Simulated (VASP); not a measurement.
# Mg7S16 (a cell with a defect) in VASP: a series of runs

Runs on Mg7S16 (a cell with a defect). Level: PBEsol. Tasks: single point, molecular dynamics.

Everything below comes from runs of VASP 6.6.1. Logs are shortened: lines on timing, memory, paths and dates and some standing lists are left out, and cuts for length are marked.

### 1 The cell of the first run

The cell holds a defect, 23 atoms: a = 10.204 Å, b = 10.204 Å, c = 6.891 Å, α = 76.66°, β = 76.66°, γ = 45.07°.

### 2 Single point, PBEsol

File INCAR:

```
SYSTEM = Mg7S16
  ALGO = Normal
  EDIFF = 1E-7
  ENCUT = 520
  GGA = PS
  ISIF = 2
  ISMEAR = -1
  LASPH = .True.
  LCHARG = .True.
  LELF = .True.
  LREAL = Auto
  LVHAR = .True.
  LWAVE = .False.
  NBANDS = 72
  NELM = 100
  PREC = Accurate
  SIGMA = 0.05
```

File KPOINTS:

```
k-points
0
Gamma
  1 1 1
  0 0 0
```

File POSCAR:

```
Mg7S16
1.0
    2.3536360000      3.9105410000      9.1265460000
    2.3536360000     -3.9105410000      9.1265460000
    6.8907580000      0.0000000000      0.0000000000
Mg S
7 16
Direct
    0.3084630888      0.0665528263      0.3277359387
    0.6830236909     -0.0831362855      0.3784610353
    0.3652501994      0.2051956187      0.7595649399
    0.5520041160      0.5783687545      0.3103742315
    0.8329032266      0.3410786939      0.7610445598
    0.3189170995      0.8539581591      0.8834410623
    0.9889490627      0.7779296667      0.7408198945
    0.1995686212      0.1426199790      0.7067745801
   -0.0312388559      0.0913273056      1.0352088495
    0.7485451698      0.1005274147      0.5412165394
    0.6552856169     -0.0396310199      0.9120873461
    0.2851714606      0.6983112282      0.5870239150
    0.1331402682      0.4297232730      1.0030426415
    0.2746366686      0.5301256150      0.0714409820
    0.4043641012      0.3384908627      0.3139117371
    0.6820941313      0.6682853003      0.5795005943
    0.5504544295      0.5357505817      0.9881886408
    1.0498889579      0.3048513787      0.1225023971
    0.8386316419      0.2641075543      0.4300329992
    0.6124402726      0.8028487097      0.1587234526
    0.1743498872      0.8795975755      0.2922307400
    0.8395506994      1.0295244140      0.0105906384
    0.9553171019      0.6010438697      0.4744750560
```

Potentials or basis: VASP PAW PBE potentials, release 64 (Mg, S).

Run with:

```bash
cat potpaw_PBE.64/Mg/POTCAR potpaw_PBE.64/S/POTCAR > POTCAR
mpirun -np 1 vasp_gam > vasp.out
```

OUTCAR:

```text
SYSTEM = Mg7S16
   EDIFF = 1E-7
   ENCUT = 520
   GGA = PS
   ISIF = 2
   ISMEAR = -1
   LASPH = .True.
   LREAL = Auto
   NELM = 100
   PREC = Accurate

 ion  position               nearest neighbor table
   1  0.308  0.067  0.328-  18 2.44  20 2.49   8 2.65   2 3.03  21 3.10
   2  0.683  0.917  0.378-  23 2.40  20 2.58  16 2.60  10 2.88   1 3.03  15 3.04  22 3.11  11 3.19
                             3 3.50
   3  0.365  0.205  0.760-   8 2.31  11 2.43  13 2.44  15 3.12   2 3.50
   4  0.552  0.578  0.310-  17 2.36  19 2.48  12 2.55  20 2.70  21 2.76  16 3.11   6 3.49
   5  0.833  0.341  0.761-  17 2.44   9 2.45  19 2.55  16 2.60   8 2.69  22 3.21
   6  0.319  0.854  0.883-  17 2.35   8 2.37   9 2.64  21 2.84  12 3.07  16 3.17   4 3.49
   7  0.989  0.778  0.741-  12 2.52  11 2.58  10 2.61  22 2.78  13 2.99  23 3.07  14 3.17
   8  0.200  0.143  0.707-   3 2.31   6 2.37   1 2.65   5 2.69
   9  0.969  0.091  0.035-  22 1.87  21 2.40   5 2.45   6 2.64
  10  0.749  0.101  0.541-  19 2.34   7 2.61   2 2.88
  11  0.655  0.960  0.912-  20 2.25   3 2.43   7 2.58  22 2.68   2 3.19
  12  0.285  0.698  0.587-  21 2.28   7 2.52   4 2.55   6 3.07
  13  0.133  0.430  0.003-  18 1.94   3 2.44  14 2.45   7 2.99
  14  0.275  0.530  0.071-  15 2.06  13 2.45  17 2.78   7 3.17
  15  0.404  0.338  0.314-  14 2.06   2 3.04   3 3.12
  16  0.682  0.668  0.580-  23 2.32   2 2.60   5 2.60   4 3.11   6 3.17
  17  0.550  0.536  0.988-   6 2.35   4 2.36   5 2.44  14 2.78
  18  0.050  0.305  0.123-  13 1.94   1 2.44
  19  0.839  0.264  0.430-  10 2.34   4 2.48   5 2.55
  20  0.612  0.803  0.159-  11 2.25   1 2.49   2 2.58   4 2.70
  21  0.174  0.880  0.292-  12 2.28   9 2.40   4 2.76   6 2.84   1 3.10
  22  0.840  0.030  0.011-   9 1.87  11 2.68   7 2.78   2 3.11   5 3.21
  23  0.955  0.601  0.474-  16 2.32   2 2.40   7 3.07

  LATTYP: Found a base centered monoclinic cell.
 ALAT       =    18.8502991287
 B/A-ratio  =     0.4149049279
 C/A-ratio  =     0.3655516527
 COS(beta)  =    -0.2497186898

  Lattice vectors:

 A1 = (  -2.3536360000,  -3.9105410000,  -9.1265460000)
 A2 = (  -2.3536360000,   3.9105410000,  -9.1265460000)
 A3 = (   6.8907580000,   0.0000000000,   0.0000000000)

Analysis of symmetry for initial positions (statically):
=====================================================================
 Subroutine PRICEL returns:
 Original cell was already a primitive cell.

 Routine SETGRP: Setting up the symmetry group for a
 base centered monoclinic supercell.

 Subroutine GETGRP returns: Found  1 space group operations
 (whereof  1 operations were pure point group operations)
 out of a pool of  4 trial point group operations.

The static configuration has the point symmetry C_1 .

Analysis of symmetry for dynamics (positions and initial velocities):
=====================================================================
 Subroutine PRICEL returns:
 Original cell was already a primitive cell.

 Routine SETGRP: Setting up the symmetry group for a
 base centered monoclinic supercell.

 Subroutine GETGRP returns: Found  1 space group operations
 (whereof  1 operations were pure point group operations)
 out of a pool of  4 trial point group operations.

The dynamic configuration has the point symmetry C_1 .

 Subroutine INISYM returns: Found  1 space group operations
 (whereof  1 operations are pure point group operations),
 and found     1 'primitive' translations

----------------------------------------------------------------------------------------

                                     Primitive cell

  volume of cell :     491.8586

  direct lattice vectors                    reciprocal lattice vectors
     2.353636000  3.910541000  9.126546000     0.000000000  0.127859547  0.054785239
     2.353636000 -3.910541000  9.126546000     0.000000000 -0.127859547  0.054785239
     6.890758000  0.000000000  0.000000000     0.145121915  0.000000000 -0.037425348

  length of vectors
    10.204203802 10.204203802  6.890758000     0.139102430  0.139102430  0.149870034

  position of ions in fractional coordinates (direct lattice)
     0.308463089  0.066552826  0.327735939
     0.683023691  0.916863715  0.378461035
     0.365250199  0.205195619  0.759564940
     0.552004116  0.578368754  0.310374231
     0.832903227  0.341078694  0.761044560
     0.318917099  0.853958159  0.883441062
[... 15 lines left out ...]
     0.839550699  0.029524414  0.010590638
     0.955317102  0.601043870  0.474475056

  ion indices of the primitive-cell ions
   primitive index   ion index
                 1           1
                 2           2
                 3           3
                 4           4
                 5           5
                 6           6
[... 15 lines left out ...]
                22          22
                23          23

----------------------------------------------------------------------------------------

 KPOINTS: k-points

Automatic generation of k-mesh.
 Grid dimensions read from file:
 generate k-points for:    1    1    1

 Generating k-lattice:

  Cartesian coordinates                     Fractional coordinates (reciprocal lattice)
     0.000000000  0.127859547  0.054785239     1.000000000 -0.000000000  0.000000000
     0.000000000 -0.127859547  0.054785239    -0.000000000  1.000000000  0.000000000
     0.145121915  0.000000000 -0.037425348     0.000000000  0.000000000  1.000000000

  Length of vectors
     0.139102430  0.139102430  0.149870034

  Shift w.r.t. Gamma in fractional coordinates (k-lattice)
     0.000000000  0.000000000  0.000000000

 Subroutine IBZKPT returns following result:
 ===========================================

 Found      1 irreducible k-points:

 Following reciprocal coordinates:
            Coordinates               Weight
  0.000000  0.000000  0.000000      1.000000
   k-points           NKPTS =      1   k-points in BZ     NKDIM =      1   number of bands    NBANDS=     72
   number of dos      NEDOS =    301   number of ions     NIONS =     23
   total plane-waves  NPLWV = 345600
   dimension x,y,z NGX =    80 NGY =   80 NGZ =   54
   dimension x,y,z NGXF=   160 NGYF=  160 NGZF=  108
   ions per type =               7  16
   NGX,Y,Z   is equivalent  to a cutoff of  13.03, 13.03, 13.03 a.u.
   NGXF,Y,Z  is equivalent  to a cutoff of  26.07, 26.07, 26.06 a.u.
 SYSTEM =  Mg7S16
   PREC   = accura    normal or accurate (medium, high low for compatibility)
   ISTART =      0    job   : 0-new  1-cont  2-samecut
   ICHARG =      2    charge: 1-file 2-atom 10-const
   ISPIN  =      1    spin polarized calculation?
   LNONCOLLINEAR =      F non collinear calculations
   LSORBIT =      F    spin-orbit coupling
   LASPH  =      T    aspherical Exc in radial PAW
   ENCUT  =  520.0 eV  38.22 Ry    6.18 a.u.  18.97 18.97 12.81*2*pi/ulx,y,z
   NELM   =    100;   NELMIN=  2; NELMDL= -5     # of ELM steps
   EDIFF  = 0.1E-06   stopping-criterion for ELM
   LREAL  =      T    real-space projection
   EDIFFG = 0.1E-05   stopping-criterion for IOM
   NSW    =      0    number of steps for IOM
   IBRION =     -1    ionic relax: 0-MD 1-quasi-New 2-CG
   NFREE  =      0    steps in history (QN), initial steepest desc. (CG)
   ISIF   =      2    stress and relaxation
   ISYM   =      2    0-nonsym 1-usesym 2-fastsym
   POTIM  = 0.5000    time-step for ionic-motion
   TEBEG  =    0.0;   TEEND  =   0.0 temperature during run
   PSTRESS=    0.0 pullay stress
   NELECT =     110.0000    total number of electrons
   NUPDOWN=      -1.0000    fix difference up-down
   EMIN   =  10.00;   EMAX   =-10.00  energy-range for DOS
   EFERMI =   0.00;   METHOD = LEGACY
   ISMEAR =    -1;   SIGMA  =   0.05  broadening in eV -4-tet -1-fermi 0-gaus
   EFERMI_NEDOS =   21; number of points for ismear=-14 and -15
   IALGO  =     38    algorithm
   IMIX   =      4    mixing-type and parameters
     AMIX     =   0.40;   BMIX     =  1.00
     AMIX_MAG =   1.60;   BMIX_MAG =  1.00
  volume/ion in A,a.u.               =      21.39       144.31
  Fermi-wavevector in a.u.,A,eV,Ry     =   0.993708  1.877837 13.435160  0.987456
  Thomas-Fermi vector in A             =   2.125609
   LORBIT       =      0    0 simple, 1 ext, 2 COOP (PROOUT), +10 PAW based schemes
   GGA     = PS    functional components
   LHFCALC =     F    Hartree Fock is set to
   AEXX    =    0.0000 exact exchange contribution
   IVDW    =     0    specifies the selected vdW correction
   LEPSILON=     F    determine dielectric tensor
   LRPA    =     F    only Hartree local field effects (RPA)
 non-spin polarized calculation
  energy-cutoff  :      520.00
  volume of cell :      491.86
 maximum number of plane-waves:      6626
 NGX is ok and might be reduce to    80
   NGX = 37   NGY = 37   NGZ = 25

 number of electron     109.9999997 magnetization

 Free energy of the ion-electron system (eV)
  ---------------------------------------------------
  ext. energy  EPLUGINS =         0.00000000
  ---------------------------------------------------
  free energy    TOTEN  =       -90.37309280 eV

  energy without entropy =      -90.26805747  energy(sigma->0) =      -90.32057514

 E-fermi :   3.5471     XC(G=0):  -9.1230

 val. band max:        3.4830924618   @ k =   0.0000   0.0000   0.0000
 cond. band min:       3.6112315428   @ k =   0.0000   0.0000   0.0000
 fundamental gap:      0.1281390810
 Fermi energy:         3.5471149519

 k-point     1 :       0.0000    0.0000    0.0000
  band No.  band energies     occupation
      1     -12.8502      2.00000
      2     -12.3777      2.00000
      3     -11.3160      2.00000
      4     -10.8090      2.00000
      5     -10.2977      2.00000
      6     -10.0550      2.00000
[... 59 lines left out ...]
     66       6.9766      0.00000
     67       7.2223      0.00000
 [bands above 67 left out]

------------------------ aborting loop because EDIFF is reached ----------------------------------------

  FORCE on cell =-STRESS in cart. coord.  units (eV):
  Direction    XX          YY          ZZ          XY          YZ          ZX
  --------------------------------------------------------------------------------------
  -------------------------------------------------------------------------------------
  Total       -5.2919544      7.1165830     -4.6218430      1.2339097     -0.9458979      1.7519795
  in kB      -17.2379806     23.1815149    -15.0551637      4.0193300     -3.0811621      5.7068876
  external PRESSURE =      -3.0372098 kB  Pullay stress =       0.0000000 kB

 VOLUME and BASIS-vectors are now :
 -----------------------------------------------------------------------------
  energy-cutoff  :      520.00
  volume of cell :      491.86
      direct lattice vectors                 reciprocal lattice vectors
     2.353636000  3.910541000  9.126546000     0.000000000  0.127859547  0.054785239
     2.353636000 -3.910541000  9.126546000     0.000000000 -0.127859547  0.054785239
     6.890758000  0.000000000  0.000000000     0.145121915  0.000000000 -0.037425348

 POSITION                                       TOTAL-FORCE (eV/Angst)
 -----------------------------------------------------------------------------------
      3.14100      0.94600      3.42260         0.368529     -0.432982     -0.770827
      6.37344     -0.91444     14.60145        -0.404517      0.195296      0.887417
      6.57660      0.62590      5.20620         0.049235     -0.056115      0.966863
      4.79920     -0.10310     10.31640         0.441293     -0.019587     -0.236027
      8.00730      1.92330     10.71440        -0.498758     -0.413468      0.550117
      8.84810     -2.09230     10.70430        -0.058290      0.099921     -0.445663
[... 15 lines left out ...]
      2.11846      3.16764      7.93165        -0.880158      0.021734     -2.403277
      6.93260      1.38540     14.20420         0.629861     -0.956039     -0.970650
 -----------------------------------------------------------------------------------
    total drift:                                0.004374      0.000588      0.007458

  FREE ENERGIE OF THE ION-ELECTRON SYSTEM (eV)
  ---------------------------------------------------
  free  energy   TOTEN  =       -90.3730928000 eV

  energy  without entropy=      -90.2680574734  energy(sigma->0) =      -90.32057514
```

It took 1.9 min on 1 thread of Intel Xeon Platinum 8488C (Sapphire Rapids), shared host; peak memory 0.64 GiB.

Results:

* Free energy: -90.3731 eV
* Pressure: -0.3 GPa
* Largest force: 3.133 eV/Å

Forces in eV/Å, atoms in the order of the input:
```
Mg   0.369 -0.433 -0.771
Mg  -0.405  0.195  0.887
Mg   0.049 -0.056  0.967
Mg   0.441 -0.020 -0.236
Mg  -0.499 -0.413  0.550
Mg  -0.058  0.100 -0.446
Mg  -0.322 -0.151 -0.290
S   -1.607  0.597 -0.311
S    0.949  1.038  2.799
S    0.615 -0.142  1.037
S   -0.496 -0.317 -1.107
S   -0.043 -0.184  0.458
S   -0.644 -0.738  2.690
S    0.465  1.200 -0.413
S   -0.067  0.177 -0.124
S    0.233  1.310  0.741
S   -0.476 -0.190 -0.899
S    1.002 -0.189 -1.935
S    0.095 -0.526 -1.781
S    0.119 -0.951  1.387
S    0.529  0.627  0.170
S   -0.880  0.022 -2.403
S    0.630 -0.956 -0.971
```

Levels at points of the mesh, in eV from the Fermi level:
```tsv
k point	band 51	band 52	band 53	band 54	band 55	band 56	band 57	band 58	band 59	band 60
(0.00, 0.00, 0.00)	-0.99	-0.74	-0.62	-0.54	-0.06	0.06	0.40	0.75	1.44	1.65
```

Caveat: the k points lie up to 0.94 Å⁻¹ apart, too coarse for converged energies, forces and pressures; the atoms stand as in a frame of molecular dynamics; the PAW data sets were made with another functional, which shifts forces and pressure a little.

(Continued in part 2 of 2.)
